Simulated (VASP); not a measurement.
Wanted: the native input for a VASP 6.6.1 run.

```
Task                   : relaxation of cell and atoms
Functional             : PBEsol
Potentials or basis    : VASP PAW PBE potentials, release 64 (C)
Cutoff                 : 600 eV
k mesh                 : 13 × 13 × 8
Occupations            : fermi-dirac, width 0.05 eV
Spin                   : no spin polarisation
Target pressure        : 30 GPa
Dipole correction      : no
Further INCAR settings : ALGO = Normal; EDIFF = 1e-07; IBRION = 2; EDIFFG = -0.01; NSW = 60; ISIF = 3
```

The structure of C lies in POSCAR:

```
C
1.0
    2.1273203072     -1.2282824400      0.0000000000
    2.1273203072      1.2282824400      0.0000000000
   -1.3790696309      0.0000000000      3.5028300786
C
2
Direct
    0.1666444700      0.1666444700      0.9999069600
    0.8333555300      0.8333555300      0.0000930400
```

These files were run (other wordings do the same):

INCAR

```
SYSTEM = C
ALGO     = Normal         ! electronic algorithm
EDIFF    = 1E-7           ! SCF threshold, eV
EDIFFG   = -0.01          ! ionic threshold
ENCUT    = 600            ! plane-wave cutoff, eV
GGA      = PS             ! functional
IBRION   = 2              ! ionic algorithm
ISIF     = 3              ! what is computed and relaxed
ISMEAR   = -1             ! smearing method
LASPH    = .True.         ! aspherical terms in the spheres
LCHARG   = .False.        ! write CHGCAR
LREAL    = .False.        ! projectors in reciprocal space
LWAVE    = .False.        ! write WAVECAR
NELM     = 100            ! most SCF steps
NSW      = 60             ! ionic steps
PREC     = Accurate       ! precision mode
PSTRESS  = 300.0        
SIGMA    = 0.05           ! smearing width, eV
```

KPOINTS

```
k-points
0
Gamma
  13 13 8
  0 0 0
```

Potentials or basis: VASP PAW PBE potentials, release 64 (C).

The run is started by

```console
$ cat potpaw_PBE.64/C/POTCAR > POTCAR
$ mpirun -np 1 vasp_std > vasp.out
```

It gave:

The relaxed volume is 6.69 Å³/atom, the relaxed cell is a = 2.415 Å, b = 2.415 Å, c = 2.994 Å, α = 113.77°, β = 113.77°, γ = 60.00° and the space group after relaxing (to 0.1 Å) is R-3m (No. 166). The energy change on relaxing (the run minimises the enthalpy) is +140.1 meV/atom. The ionic steps are 27 and the pressure after relaxing is 30.1 GPa. The largest force after relaxing is 0.004 eV/Å.

Caveat: the cell is relaxed towards a set pressure, so the run minimises the enthalpy, not the energy; the volume moved by over 15 % at a fixed basis, so the end points are rough; this functional lacks dispersion, which binds layers or chains, so the pressure and a relaxed spacing across them are unreliable; the PAW data sets were made with another functional, which shifts forces and pressure a little.

It took 4.9 min on 1 thread of Intel(R) Xeon(R) 6975P-C (Granite Rapids) (shared host), peak memory 0.17 GiB.
